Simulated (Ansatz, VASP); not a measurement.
## KNbO3: VASP beside Ansatz

The input INCAR:

```
SYSTEM = KNbO3
PREC = Accurate
ENCUT = 600
EDIFF = 1E-6
ISMEAR = 0
SIGMA = 0.1
LREAL = .False.
LASPH = .True.
NELM = 120
ALGO = Normal
ISIF = 2
LWAVE = .False.
LCHARG = .False.
GGA = PE
IVDW = 12
NBANDS = 28
GGA_COMPAT = .False.
```

The input KPOINTS:

```
regular mesh
0
Gamma
  4 4 4
  0 0 0
```

Contents of POSCAR:

```
KNbO3
1.0
    4.0129726800      0.0000000000      0.0000000000
    0.0000000000      4.0129726800      0.0000000000
    0.0000000000      0.0000000000      4.1102918300
K Nb O
1 1 3
Direct
    0.5000000000      0.5000000000      0.4999545100
    0.0000000000      0.0000000000      0.0149157700
    0.5000000000      0.0000000000      0.9741423400
    0.0000000000      0.5000000000      0.9741423400
    0.0000000000      0.0000000000      0.4716460400
```

Input for Ansatz:

```yaml
crystal:
  lattice:
    - [4.01297268, 0.0, 0.0]
    - [0.0, 4.01297268, 0.0]
    - [0.0, 0.0, 4.11029183]
  atoms:
    - { symbol: K, position: [0.5, 0.5, 0.49995451] }
    - { symbol: Nb, position: [0.0, 0.0, 0.01491577] }
    - { symbol: O, position: [0.5, 0.0, 0.97414234] }
    - { symbol: O, position: [0.0, 0.5, 0.97414234] }
    - { symbol: O, position: [0.0, 0.0, 0.47164604] }
basis:
  ecutwfc: 420
kpoints:
  mp_grid: { grid: [4, 4, 4] }
hamiltonian:
  xc: pbe
  dispersion: d3bj
scf:
  occupations: { method: gaussian, width: 0.1 }
output:
  forces: true
  stress: true
  eigenvalues: true
```

Alike in both runs: task single point; functional PBE; dispersion D3(BJ); k mesh 4 × 4 × 4; occupations gaussian, width 0.1 eV; no spin polarisation.

|  | VASP | Ansatz |
| --- | --- | --- |
| version | VASP 6.6.1 | Ansatz 0.2.0 |
| potentials or method | VASP PAW PBE potentials, release 64 (K_sv, Nb_sv, O), cutoff 600 eV | scalar-relativistic, plane waves, PAW |
| valence electrons in the cell | 40 | 40 |

Ansatz gave:

```
gap on the k mesh at the Fermi level (eV)                     : 1.56
least direct gap on the mesh (eV)                             : 2.40
pressure (GPa)                                                : -3.3
traceless stress, the component that is largest in VASP (GPa) : 0.30
rms of the force components (eV/Å)                            : 0.136
```

Q: Which values does VASP return?

A: gap on the k mesh at the Fermi level (eV): 1.54; least direct gap on the mesh (eV): 2.39; pressure (GPa): -3.5; traceless stress, the component that is largest in VASP (GPa): 0.32; rms of the force components (eV/Å): 0.133.

Atom by atom the forces differ by 0.006 eV/Å (rms over components).
